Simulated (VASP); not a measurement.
ZnO, 2 atoms in the cell. It takes space group I4/mmm (No. 139, tetragonal). The conventional cell has a = 2.915 Å, b = 2.915 Å, c = 4.556 Å, α = 90.00°, β = 90.00°, γ = 90.00°. Within 2.7 Å of Zn (site symmetry 4/mmm) lie 6 O at 2.06 to 2.28 Å. O (site symmetry 4/mmm) has 6 Zn at 2.06 to 2.28 Å within 2.7 Å.  This cell differs from its parent crystal: strain -0.050 along x and y, +0.050 along z.

- Program: VASP 6.6.1
- Task: single point
- Functional: LDA
- Potentials or basis: VASP PAW LDA potentials, release 64 (Zn, O)
- Cutoff: 520 eV
- k mesh: 12 × 12 × 12
- Occupations: gaussian, width 0.05 eV
- Spin: no spin polarisation
- Dipole correction: no
- Further INCAR settings: ALGO = Normal; EDIFF = 1e-06; NBANDS = 16

Potentials or basis: VASP PAW LDA potentials, release 64 (Zn, O).

Run with:

```sh
$ cat potpaw_LDA.64/Zn/POTCAR potpaw_LDA.64/O/POTCAR > POTCAR
$ mpirun -np 1 vasp_std > vasp.out
```

Hardware: 1 thread of Intel Xeon 6455B, with other jobs on the host.

Question: Estimate the wall time of this run.

Answer: It took 30 s on 1 thread of Intel Xeon 6455B, with other jobs on the host, peak memory 0.16 GiB. Counts: scf iterations 12, k points 163.
